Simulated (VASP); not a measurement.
# MoW2 (P-3m1) in VASP: single point with r2SCAN

Aim: the single point of MoW2 with r2SCAN.

All numbers are computed with VASP 6.6.1; they aren't measurements. Logs are shortened: lines on timing, memory, paths and dates and some standing lists are left out, and cuts for length are marked.

### 1 The cell of the first run

It takes space group P-3m1 (No. 164, trigonal). Conventional cell: a = 4.491 Å, b = 4.491 Å, c = 2.751 Å, α = 90.00°, β = 90.00°, γ = 120.00°. Mo (site symmetry -3m) has 12 W at 2.75 to 3.18 Å and 2 Mo at 2.75 Å within 3.6 Å. Within 3.6 Å of W (site symmetry 3m) lie 6 Mo at 2.75 to 3.18 Å and 8 W at 2.75 to 3.17 Å.

### 2 Single point, r2SCAN

The input, POSCAR:

```
MoW2
1.0
    4.4911860266      0.0000000000      0.0000000000
   -2.2455930133      3.8894811921      0.0000000000
    0.0000000000      0.0000000000      2.7509723733
Mo W
1 2
Direct
    0.0000000000      0.0000000000      0.0000000000
    0.6666666667      0.3333333333      0.3313504760
    0.3333333333      0.6666666667      0.6686495240
```

The input, INCAR.step1:

```
SYSTEM = MoW2
PREC = Accurate
ENCUT = 520
ISMEAR = 0
SIGMA = 0.1
LREAL = .FALSE.
LASPH = .TRUE.
NELM = 60
NBANDS = 28
GGA = PE
ALGO = Normal
EDIFF = 1E-4
LWAVE = .TRUE.
LCHARG = .FALSE.
```

The input, INCAR.step2:

```
SYSTEM = MoW2
PREC = Accurate
ENCUT = 520
EDIFF = 1E-6
ISMEAR = 0
SIGMA = 0.1
LREAL = .FALSE.
LASPH = .TRUE.
NELM = 60
ALGO = Normal
ISIF = 2
LWAVE = .FALSE.
LCHARG = .FALSE.
METAGGA = R2SCAN
LMIXTAU = .TRUE.
NBANDS = 28
ISTART = 1
```

The input, KPOINTS:

```
Automatic mesh
0
G
  12 12 16
  0 0 0
```

Potentials or basis: VASP PAW PBE potentials, release 64 (Mo_sv, W_sv).

The run is started by

```console
$ cat potpaw_PBE.64/Mo_sv/POTCAR potpaw_PBE.64/W_sv/POTCAR > POTCAR
$ cp INCAR.step1 INCAR
$ mpirun -np 1 vasp_std > vasp.out
$ cp INCAR.step2 INCAR
$ mpirun -np 1 vasp_std > vasp.out
```

OUTCAR:

```text
SYSTEM = MoW2
   PREC = Accurate
   ENCUT = 520
   EDIFF = 1E-6
   ISMEAR = 0
   LREAL = .FALSE.
   LASPH = .TRUE.
   NELM = 60
   ISIF = 2
   METAGGA = R2SCAN
   ISTART = 1

 ion  position               nearest neighbor table
   1  0.000  0.000  0.000-   2 2.75   3 2.75   3 2.75   2 2.75   2 2.75   3 2.75   3 3.18   2 3.18
                             2 3.18   3 3.18   3 3.18   2 3.18
   2  0.667  0.333  0.331-   1 2.75   1 2.75   1 2.75   3 2.75   3 2.75   3 2.75   3 3.17   3 3.17
                             3 3.17   1 3.18   1 3.18   1 3.18
   3  0.333  0.667  0.669-   1 2.75   1 2.75   1 2.75   2 2.75   2 2.75   2 2.75   2 3.17   2 3.17
                             2 3.17   1 3.18   1 3.18   1 3.18

  LATTYP: Found a hexagonal cell.
 ALAT       =     4.4911860266
 C/A-ratio  =     0.6125269265

  Lattice vectors:

 A1 = (   4.4911860266,   0.0000000000,   0.0000000000)
 A2 = (  -2.2455930133,   3.8894811921,   0.0000000000)
 A3 = (   0.0000000000,   0.0000000000,   2.7509723733)

Analysis of symmetry for initial positions (statically):
=====================================================================
 Subroutine PRICEL returns:
 Original cell was already a primitive cell.

 Routine SETGRP: Setting up the symmetry group for a
 hexagonal supercell.

 Subroutine GETGRP returns: Found 12 space group operations
 (whereof 12 operations were pure point group operations)
 out of a pool of 24 trial point group operations.

The static configuration has the point symmetry D_3d.

Analysis of symmetry for dynamics (positions and initial velocities):
=====================================================================
 Subroutine PRICEL returns:
 Original cell was already a primitive cell.

 Routine SETGRP: Setting up the symmetry group for a
 hexagonal supercell.

 Subroutine GETGRP returns: Found 12 space group operations
 (whereof 12 operations were pure point group operations)
 out of a pool of 24 trial point group operations.

The dynamic configuration has the point symmetry D_3d.

 Subroutine INISYM returns: Found 12 space group operations
 (whereof 12 operations are pure point group operations),
 and found     1 'primitive' translations

----------------------------------------------------------------------------------------

                                     Primitive cell

  volume of cell :      48.0550

  direct lattice vectors                    reciprocal lattice vectors
     4.491186027  0.000000000  0.000000000     0.222658334  0.128551849  0.000000000
    -2.245593013  3.889481192  0.000000000     0.000000000  0.257103699  0.000000000
     0.000000000  0.000000000  2.750972373     0.000000000  0.000000000  0.363507831

  length of vectors
     4.491186027  4.491186027  2.750972373     0.257103699  0.257103699  0.363507831

  position of ions in fractional coordinates (direct lattice)
     0.000000000  0.000000000  0.000000000
     0.666666667  0.333333333  0.331350476
     0.333333333  0.666666667  0.668649524

  ion indices of the primitive-cell ions
   primitive index   ion index
                 1           1
                 2           2
                 3           3

----------------------------------------------------------------------------------------

 KPOINTS: Automatic mesh

Automatic generation of k-mesh.
 Grid dimensions read from file:
 generate k-points for:   12   12   16

 Generating k-lattice:

  Cartesian coordinates                     Fractional coordinates (reciprocal lattice)
     0.018554861  0.010712654  0.000000000     0.083333333 -0.000000000  0.000000000
     0.000000000  0.021425308  0.000000000     0.000000000  0.083333333  0.000000000
     0.000000000  0.000000000  0.022719239     0.000000000  0.000000000  0.062500000

  Length of vectors
     0.021425308  0.021425308  0.022719239

  Shift w.r.t. Gamma in fractional coordinates (k-lattice)
     0.000000000  0.000000000  0.000000000

 Subroutine IBZKPT returns following result:
 ===========================================

 Found    255 irreducible k-points:

 Following reciprocal coordinates:
            Coordinates               Weight
  0.000000  0.000000  0.000000      1.000000
  0.083333  0.000000  0.000000      6.000000
  0.166667  0.000000  0.000000      6.000000
  0.250000  0.000000  0.000000      6.000000
  0.333333  0.000000  0.000000      6.000000
  0.416667  0.000000  0.000000      6.000000
[... 16 lines left out ...]
  0.166667  0.000000  0.062500      6.000000
  0.000000  0.166667  0.062500      6.000000
 [... further k-points ...]
   k-points           NKPTS =    255   k-points in BZ     NKDIM =    255   number of bands    NBANDS=     28
   number of dos      NEDOS =    301   number of ions     NIONS =      3
   total plane-waves  NPLWV =  25920
   dimension x,y,z NGX =    36 NGY =   36 NGZ =   20
   dimension x,y,z NGXF=    72 NGYF=   72 NGZF=   40
   ions per type =               1   2
   NGX,Y,Z   is equivalent  to a cutoff of  13.33, 13.33, 12.09 a.u.
   NGXF,Y,Z  is equivalent  to a cutoff of  26.65, 26.65, 24.17 a.u.
 SYSTEM =  MoW2
   PREC   = accura    normal or accurate (medium, high low for compatibility)
   ISTART =      1    job   : 0-new  1-cont  2-samecut
   ICHARG =      0    charge: 1-file 2-atom 10-const
   ISPIN  =      1    spin polarized calculation?
   LNONCOLLINEAR =      F non collinear calculations
   LSORBIT =      F    spin-orbit coupling
   LASPH  =      T    aspherical Exc in radial PAW
   ENCUT  =  520.0 eV  38.22 Ry    6.18 a.u.   8.35  8.35  5.11*2*pi/ulx,y,z
   NELM   =     60;   NELMIN=  2; NELMDL=  0     # of ELM steps
   EDIFF  = 0.1E-05   stopping-criterion for ELM
   LREAL  =      F    real-space projection
   EDIFFG = 0.1E-04   stopping-criterion for IOM
   NSW    =      0    number of steps for IOM
   IBRION =     -1    ionic relax: 0-MD 1-quasi-New 2-CG
   NFREE  =      0    steps in history (QN), initial steepest desc. (CG)
   ISIF   =      2    stress and relaxation
   ISYM   =      2    0-nonsym 1-usesym 2-fastsym
   POTIM  = 0.5000    time-step for ionic-motion
   TEBEG  =    0.0;   TEEND  =   0.0 temperature during run
   PSTRESS=    0.0 pullay stress
   NELECT =      42.0000    total number of electrons
   NUPDOWN=      -1.0000    fix difference up-down
   EMIN   =  10.00;   EMAX   =-10.00  energy-range for DOS
   EFERMI =   0.00;   METHOD = LEGACY
   ISMEAR =     0;   SIGMA  =   0.10  broadening in eV -4-tet -1-fermi 0-gaus
   EFERMI_NEDOS =   21; number of points for ismear=-14 and -15
   IALGO  =     38    algorithm
   IMIX   =      4    mixing-type and parameters
     AMIX     =   0.40;   BMIX     =  1.00
     AMIX_MAG =   1.60;   BMIX_MAG =  1.00
  volume/ion in A,a.u.               =      16.02       108.10
  Fermi-wavevector in a.u.,A,eV,Ry     =   1.565230  2.957857 33.333542  2.449946
  Thomas-Fermi vector in A             =   2.667737
   LORBIT       =      0    0 simple, 1 ext, 2 COOP (PROOUT), +10 PAW based schemes
   METAGGA = R2SCAN    functional components
   LHFCALC =     F    Hartree Fock is set to
   AEXX    =    0.0000 exact exchange contribution
   IVDW    =     0    specifies the selected vdW correction
   LEPSILON=     F    determine dielectric tensor
   LRPA    =     F    only Hartree local field effects (RPA)
 non-spin polarized calculation
 Gauss-broadening in eV      SIGMA  =   0.10
  energy-cutoff  :      520.00
  volume of cell :       48.06
 maximum number of plane-waves:      1324
 NGX is ok and might be reduce to    36
   NGX = 17   NGY = 17   NGZ = 11

 number of electron      41.9999996 magnetization

 Free energy of the ion-electron system (eV)
  ---------------------------------------------------
  ext. energy  EPLUGINS =         0.00000000
  ---------------------------------------------------
  free energy    TOTEN  =      -128.78594963 eV

  energy without entropy =     -128.77848409  energy(sigma->0) =     -128.78221686

 E-fermi :  11.4764     XC(G=0): -14.7576

 val. band max:       11.4722626340   @ k =   0.2500   0.1667   0.5000
 cond. band min:      11.4828733396   @ k =  -0.0833   0.3333   0.2500
 fundamental gap:      0.0106107056
 Fermi energy:        11.4764045784

 k-point     1 :       0.0000    0.0000    0.0000
  band No.  band energies     occupation
      1     -64.5804      2.00000
      2     -64.4724      2.00000
      3     -51.6055      2.00000
      4     -28.4224      2.00000
      5     -28.4224      2.00000
      6     -27.8833      2.00000
[... 20 lines left out ...]
     27      14.5673      0.00000
     28      14.5673      0.00000

 k-point     2 :       0.0833    0.0000    0.0000
  band No.  band energies     occupation
      1     -64.5788      2.00000
      2     -64.4741      2.00000
      3     -51.6056      2.00000
      4     -28.4323      2.00000
      5     -28.4218      2.00000
      6     -27.8848      2.00000
[... 20 lines left out ...]
     27      14.6497      0.00000
     28      14.6980      0.00000

 k-point     3 :       0.1667    0.0000    0.0000
  band No.  band energies     occupation
      1     -64.5741      2.00000
      2     -64.4788      2.00000
      3     -51.6060      2.00000
      4     -28.4577      2.00000
      5     -28.4156      2.00000
      6     -27.8923      2.00000
[... 20 lines left out ...]
     27      14.7174      0.00000
     28      14.8991      0.00000

 k-point     4 :       0.2500    0.0000    0.0000
  band No.  band energies     occupation
      1     -64.5667      2.00000
      2     -64.4862      2.00000
      3     -51.6064      2.00000
      4     -28.4893      2.00000
      5     -28.3960      2.00000
      6     -27.9121      2.00000
[... 578 lines left out ...]
     27      14.6943      0.00000
     28      14.8045      0.00000

 k-point    23 :       0.1667    0.0000    0.0625
  band No.  band energies     occupation
      1     -64.5713      2.00000
      2     -64.4769      2.00000
      3     -51.6017      2.00000
      4     -28.4454      2.00000
      5     -28.4124      2.00000
      6     -27.8900      2.00000
[... 20 lines left out ...]
     27      14.7645      0.00000
     28      14.7804      0.00000

 k-point    24 :       0.0000    0.1667    0.0625
  band No.  band energies     occupation
      1     -64.5713      2.00000
      2     -64.4769      2.00000
      3     -51.6017      2.00000
      4     -28.4555      2.00000
      5     -28.4063      2.00000
      6     -27.8982      2.00000
[... 20 lines left out ...]
     27      14.7514      0.00000
     28      15.1785      0.00000

 [... further k-points ...]

------------------------ aborting loop because EDIFF is reached ----------------------------------------

  FORCE on cell =-STRESS in cart. coord.  units (eV):
  Direction    XX          YY          ZZ          XY          YZ          ZX
  --------------------------------------------------------------------------------------
  -------------------------------------------------------------------------------------
  Total       -0.7645212     -0.7645212     -0.7475401      0.0000000     -0.0000000      0.0000000
  in kB      -25.4894913    -25.4894913    -24.9233319      0.0000000     -0.0000000      0.0000000
  external PRESSURE =     -25.3007715 kB  Pullay stress =       0.0000000 kB

 VOLUME and BASIS-vectors are now :
 -----------------------------------------------------------------------------
  energy-cutoff  :      520.00
  volume of cell :       48.06
      direct lattice vectors                 reciprocal lattice vectors
     4.491186027  0.000000000  0.000000000     0.222658334  0.128551849  0.000000000
    -2.245593013  3.889481192  0.000000000     0.000000000  0.257103699  0.000000000
     0.000000000  0.000000000  2.750972373     0.000000000  0.000000000  0.363507831

 POSITION                                       TOTAL-FORCE (eV/Angst)
 -----------------------------------------------------------------------------------
      0.00000      0.00000      0.00000        -0.000000      0.000000      0.000000
      2.24559      1.29649      0.91154        -0.000000      0.000000     -0.002828
     -0.00000      2.59299      1.83944         0.000000     -0.000000      0.002828
 -----------------------------------------------------------------------------------
    total drift:                                0.000000      0.000000      0.000000

  FREE ENERGIE OF THE ION-ELECTRON SYSTEM (eV)
  ---------------------------------------------------
  free  energy   TOTEN  =      -128.7859496331 eV

  energy  without entropy=     -128.7784840857  energy(sigma->0) =     -128.78221686
```

Run time: 16 min. Hardware: 1 thread of Intel Xeon 8259CL, shared host; peak memory 0.41 GiB.

Results:

| Property | Result |
| --- | --- |
| Free energy | -128.7859 eV |
| Pressure | -2.5 GPa |
| Band gap on the k mesh | zero (bands 21 and 22 overlap by 3.73 eV) |

Forces on the atoms (eV/Å):
```
Mo   0.000  0.000  0.000
W    0.000  0.000 -0.003
W    0.000  0.000  0.003
```

Levels at points of the mesh, in eV from the Fermi level:
```tsv
k point	band 19	band 20	band 21	band 22	band 23	band 24
(0.00, 0.00, 0.00)	-2.56	-1.31	-1.31	-1.30	2.07	2.07
(0.50, 0.00, 0.00)	-2.53	-2.43	0.82	1.00	1.42	1.95
(0.00, 0.00, 0.50)	-3.40	-3.40	2.42	2.42	3.10	3.10
(0.50, 0.00, 0.50)	-2.06	-1.92	0.82	1.25	1.73	2.17
```

Caveat: the PAW data sets were made with another functional, which shifts forces and pressure a little; spin-orbit coupling is left out, which moves the levels of the heavy elements.
